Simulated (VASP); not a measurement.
Here is a VASP 6.6.1 calculation.

File INCAR:

```
PREC = Accurate ; ENCUT = 500
EDIFF = 1E-6 ; ISMEAR = 0
SIGMA = 0.01 ; LREAL = False
LASPH = True ; NELM = 120
ALGO = Normal ; ISIF = 2
LWAVE = False ; LCHARG = False
GGA = PS ; NBANDS = 15
GGA_COMPAT = False
```

KPOINTS

```
regular mesh
0
Gamma
  8 8 8
```

Contents of POSCAR:

```
RbBr
1.0
    0.0000000000      2.7940500064      2.7940500064
    2.7940500064      0.0000000000      2.7940500064
    2.7940500064      2.7940500064      0.0000000000
Rb Br
1 1
Direct
    0.0000000000      0.0000000000      0.0000000000
    0.5000000000      0.5000000000      0.5000000000
```

Potentials or basis: VASP PAW PBE potentials, release 64 (Rb_sv, Br).

Launch:

```bash
$ cat potpaw_PBE.64/Rb_sv/POTCAR potpaw_PBE.64/Br/POTCAR > POTCAR
$ mpirun -np 1 vasp_std > vasp.out
```

Q: What does it give for the pressure?

A: 40.5 GPa.

Q: Estimate the band gap on the k mesh.

A: 3.45 eV, direct.

Caveat: the PAW data sets were made with another functional, which shifts forces and pressure a little. A k mesh can miss the band edges.
